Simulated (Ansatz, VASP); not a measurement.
# Two plane-wave programs on KI

```xyz
2
Lattice="0.0000 3.5328 3.5328 3.5328 0.0000 3.5328 3.5328 3.5328 0.0000" Properties=species:S:1:pos:R:3 pbc="T T T"
I     3.5328    3.5328    3.5328
K     0.0000    0.0000    0.0000
```

Alike in both runs: functional r2SCAN; k mesh 4 × 4 × 4; occupations fermi-dirac, width 0.05 eV; no spin polarisation.

|  | VASP | Ansatz |
| --- | --- | --- |
| version | VASP 6.6.1 | Ansatz 0.2.0 |
| potentials or method | VASP PAW PBE potentials, release 64 (I, K_sv) | Ansatz PAW |
| plane-wave cutoff (eV) | 520 | 500 |
| valence electrons in the cell | 16 | 26 |
| task | single point | projected density of states |

```tsv
	VASP	Ansatz	Ansatz less VASP
gap on the k mesh at the Fermi level (eV)	4.61	4.61	+0.003
least direct gap on the mesh (eV)	4.61	4.61	+0.003
pressure (GPa)	0.2	0.2	0.00
```

VASP's potentials were made for PBE, not for r2SCAN. The functional is the same, so the differences come from potentials, cutoffs and numerics. VASP's potentials hold 16 valence electrons a cell and Ansatz's 26, so a difference there can come from the potentials and not from the codes.

Neither program's run includes spin-orbit coupling.
